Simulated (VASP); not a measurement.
Set up this calculation in VASP 6.6.1, as the native input.

| Item | Value |
| --- | --- |
| Task | single point |
| Functional | PBEsol |
| Potentials or basis | VASP PAW PBE potentials, release 64 (Eu) |
| Cutoff | 520 eV |
| k mesh | 8 × 8 × 8 |
| Occupations | fermi-dirac, width 0.05 eV |
| Spin | collinear spin, ferromagnetic start |
| Starting moments | [7.0] μB |
| Dipole correction | no |
| Further INCAR settings | ALGO = Normal; EDIFF = 1e-07; NBANDS = 18 |

The structure of Eu lies in POSCAR:

```
Eu
1.0
   -2.3333061070      2.3333061070      2.3333061070
    2.3333061070     -2.3333061070      2.3333061070
    2.3333061070      2.3333061070     -2.3333061070
Eu
1
Direct
    0.0000000000      0.0000000000      0.0000000000
```

This cell differs from its parent crystal: volume scaled by 1.04.

These files were run (other wordings do the same):

INCAR

```
SYSTEM = Eu
ALGO = Normal ; EDIFF = 1E-7
ENCUT = 520 ; GGA = PS
ISIF = 2 ; ISMEAR = -1
ISPIN = 2 ; LASPH = .TRUE.
LCHARG = .FALSE. ; LMAXMIX = 6
LORBIT = 11 ; LREAL = .FALSE.
LWAVE = .FALSE. ; MAGMOM = 7
NBANDS = 18 ; NELM = 150
PREC = Accurate ; SIGMA = 0.05
```

KPOINTS

```
k-points
0
G
  8 8 8
  0 0 0
```

Potentials or basis: VASP PAW PBE potentials, release 64 (Eu).

Run with:

```console
$ cat potpaw_PBE.64/Eu/POTCAR > POTCAR
$ mpirun -np 1 vasp_std > vasp.out
```

It gave:

| Quantity | Value |
| --- | --- |
| Pressure | -3.1 GPa |
| Net moment | 7.40 μB per cell |
| Site moments | Eu +6.72 μB |
| Valence electrons inside the program's atomic spheres | Eu 14.68 |

Caveat: the PAW data sets were made with another functional, which shifts forces and pressure a little.

It took 2.1 min on 1 thread of Intel(R) Xeon(R) Platinum 8175M CPU @ 2.50GHz (Skylake/Cascade Lake), with other jobs on the host, peak memory 0.22 GiB.
